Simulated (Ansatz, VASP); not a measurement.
# AlRu: VASP beside Ansatz

```
CELL_PARAMETERS angstrom
2.69967 0.00000 0.00000
0.00000 2.69967 0.00000
0.00000 0.00000 3.90381
ATOMIC_POSITIONS crystal
Ru 0.50000 0.50000 0.50000
Al 0.00000 0.00000 0.00000
```

Alike in both runs: task single point; functional PBEsol; k mesh 6 × 6 × 6; occupations gaussian, width 0.1 eV; no spin polarisation.

|  | VASP | Ansatz |
| --- | --- | --- |
| version | VASP 6.6.1 | Ansatz 0.2.0 |
| potentials or method | VASP PAW PBE potentials, release 64 (Ru_pv, Al), cutoff 520 eV | scalar-relativistic, plane waves, PAW |
| valence electrons in the cell | 17 | 19 |

|  | VASP | Ansatz | Ansatz less VASP |
| --- | --- | --- | --- |
| gap on the k mesh at the Fermi level (eV) | none | none | - |
| pressure (GPa) | -6.1 | -6.1 | -0.02 |
| traceless stress, the component that is largest in VASP (GPa) | -14.53 | -14.49 | +0.039 |

VASP's potentials were made for PBE, not for PBEsol. A gap of «none» marks a metal or a gap that the smearing closes. With one functional, cell and mesh, what is left measures potentials, basis and numerics. VASP's potentials hold 17 valence electrons a cell and Ansatz's 19, so a difference there can come from the potentials and not from the codes.

The k mesh is coarse, so the values compare programs but aren't converged.
